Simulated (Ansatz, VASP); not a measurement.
**Cs in VASP and in Ansatz**

Contents of INCAR:

```
PREC = Accurate
ENCUT = 520
EDIFF = 1E-6
ISMEAR = -1
SIGMA = 0.1
LREAL = False
LASPH = True
NELM = 60
ALGO = Normal
ISIF = 2
LWAVE = False
LCHARG = False
GGA = RE
NBANDS = 26
```

The input KPOINTS:

```
Automatic mesh
0
Gamma
  7 7 2
```

File POSCAR:

```
Cs
1.0
    5.8817794014      0.0000000000      0.0000000000
   -2.9408897007      5.0937703811      0.0000000000
    0.0000000000      0.0000000000     19.3049544958
Cs
4
Direct
    0.0000000000      0.0000000000      1.0000000000
    0.0000000000      1.0000000000      0.5000000000
    0.3333333333      0.6666666667      0.2500000000
    0.6666666667      0.3333333333      0.7500000000
```

Input for Ansatz:

```yaml
crystal:
  lattice:
    - [5.8817794014, 0.0, 0.0]
    - [-2.9408897007, 5.0937703811, 0.0]
    - [0.0, 0.0, 19.3049544958]
  atoms:
    - { symbol: Cs, position: [0.0, 0.0, 1.0] }
    - { symbol: Cs, position: [0.0, 1.0, 0.5] }
    - { symbol: Cs, position: [0.3333333333, 0.6666666667, 0.25] }
    - { symbol: Cs, position: [0.6666666667, 0.3333333333, 0.75] }
hamiltonian:
  xc: revpbe
  pseudopotentials:
    kind: paw
    azcp:
      Cs: "pseudopotentials/Cs.paw.azcp"
basis:
  ecutwfc: 420
  fft_grid_basis: typed
kpoints:
  mp_grid: { grid: [7, 7, 2], shift: [0, 0, 0] }
magnetization:
  spin_polarized: false
scf:
  occupations: { method: fermi_dirac, width: 0.1 }
  lower_state_search: "off"
output:
  stress: true
  write_density: true
  write_potential: true
  elf: true
  volumetric_format: npy
```

Alike in both runs: task single point; functional revPBE; k mesh 7 × 7 × 2; occupations fermi-dirac, width 0.1 eV; no spin polarisation.

|  | VASP | Ansatz |
| --- | --- | --- |
| version | VASP 6.6.1 | Ansatz 0.2.0 |
| potentials or method | VASP PAW PBE potentials, release 64 (Cs_sv), cutoff 520 eV | plane waves (420 eV) with PAW, scalar-relativistic |
| valence electrons in the cell | 36 | 36 |

```tsv
	VASP	Ansatz	Ansatz less VASP
pressure (GPa)	-0.2	-0.1	+0.01
```

VASP's potentials were made for PBE, not for revPBE.

Neither program's run includes spin-orbit coupling.
